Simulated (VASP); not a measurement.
Here is a VASP 6.6.1 calculation.

INCAR

```
ALGO     = Normal         # electronic algorithm
EDIFF    = 1E-6           # SCF threshold, eV
ENCUT    = 500            # plane-wave cutoff, eV
GGA      = PE             # functional
GGA_COMPAT= False        
ISIF     = 2              # what is computed and relaxed
ISMEAR   = 0              # smearing method
LASPH    = True           # aspherical terms in the spheres
LCHARG   = False          # write CHGCAR
LREAL    = False          # projectors in reciprocal space
LWAVE    = False          # write WAVECAR
NBANDS   = 16             # bands
NELM     = 120            # most SCF steps
PREC     = Accurate       # precision mode
SIGMA    = 0.1            # smearing width, eV
```

The input KPOINTS:

```
k-points
0
Gamma
  2 2 2
```

File POSCAR:

```
AgCl
1.0
    3.4339730000      0.0000000000      0.0000000000
    0.0000000000      3.4339730000      0.0000000000
    0.0000000000      0.0000000000      3.4339730000
Ag Cl
1 1
Direct
    0.0000000000      0.0000000000      0.0000000000
    0.5000000000      0.5000000000      0.5000000000
```

Potentials or basis: VASP PAW PBE potentials, release 64 (Ag, Cl).

The run is started by

```bash
$ cat potpaw_PBE.64/Ag/POTCAR potpaw_PBE.64/Cl/POTCAR > POTCAR
$ mpirun -np 1 vasp_std > vasp.out
```

(1) Predict the band gap on the k mesh.

(2) Estimate the pressure.

Results:

(1) 0.33 eV (least direct gap 1.71 eV).

(2) 6.9 GPa.

Caveat: the k points lie up to 0.91 Å⁻¹ apart, too coarse for converged energies, forces and pressures; semilocal functionals underestimate gaps, and a narrow one can read as zero.
